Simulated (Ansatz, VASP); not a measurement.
# Zr3Ag: VASP beside Ansatz

```
Zr Ag
1.0
     4.56600    0.00000    0.00000
     0.00000    4.56600    0.00000
     0.00000    0.00000    3.90628
Zr Ag
3 1
Direct
  0.50000 0.50000 0.00000
  0.00000 0.50000 0.50000
  0.50000 0.00000 0.50000
  0.00000 0.00000 0.00000
```

Change from the starting cell: zz strain of -2 %, crystal datasets.

Alike in both runs: task electric field gradients; functional LDA; k mesh 7 × 7 × 8; occupations fermi-dirac, width 0.05 eV; no spin polarisation.

|  | VASP | Ansatz |
| --- | --- | --- |
| version | VASP 6.6.1 | Ansatz 0.2.0 |
| potentials or method | VASP PAW LDA potentials, release 64 (Zr_sv, Ag), cutoff 520 eV | all-electron PAW with datasets made for the crystal, scalar-relativistic |

|  | VASP | Ansatz | Ansatz less VASP |
| --- | --- | --- | --- |
| pressure (GPa) | -2.9 | -3.0 | -0.13 |
| traceless stress, the component that is largest in VASP (GPa) | 1.03 | 1.06 | +0.031 |
| size of Vzz on the site where it differs most (V/Å²) | 44.2 | 36.9 | -7.26 |

LDA's correlation is that of Perdew and Zunger in VASP and of Perdew and Wang (1992) in Ansatz. Ansatz ran all-electron here, and VASP with PAW potentials.
